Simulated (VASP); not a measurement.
A run of VASP 6.6.1:

The input INCAR:

```
SYSTEM = BAs
PREC = Accurate ; ENCUT = 500
EDIFF = 1E-6 ; ISMEAR = 0
SIGMA = 0.02 ; LREAL = .False.
LASPH = .True. ; NELM = 120
ALGO = Normal ; ISIF = 2
LWAVE = .False. ; LCHARG = .False.
GGA = PE ; NBANDS = 11
GGA_COMPAT = .False.
```

File KPOINTS:

```
regular mesh
0
Gamma
  10 10 10
  0 0 0
```

File POSCAR:

```
BAs
1.0
    0.0000000000      2.4045448513      2.4045448513
    2.4045448513      0.0000000000      2.4045448513
    2.4045448513      2.4045448513      0.0000000000
B As
1 1
Direct
    0.0000000000      0.0000000000      0.0000000000
    0.2500000000      0.2500000000      0.2500000000
```

Potentials or basis: VASP PAW PBE potentials, release 64 (B, As).

Command:

```bash
$ cat potpaw_PBE.64/B/POTCAR potpaw_PBE.64/As/POTCAR > POTCAR
$ mpirun -np 1 vasp_std > vasp.out
```

Hardware: 1 thread of AMD EPYC 7R13, with other jobs on the host.

Task: How long does it take, and how much memory?

Result: It took 24 s on 1 thread of AMD EPYC 7R13, on a shared host, peak memory 0.13 GiB. Counts: scf iterations 12, k points 47.
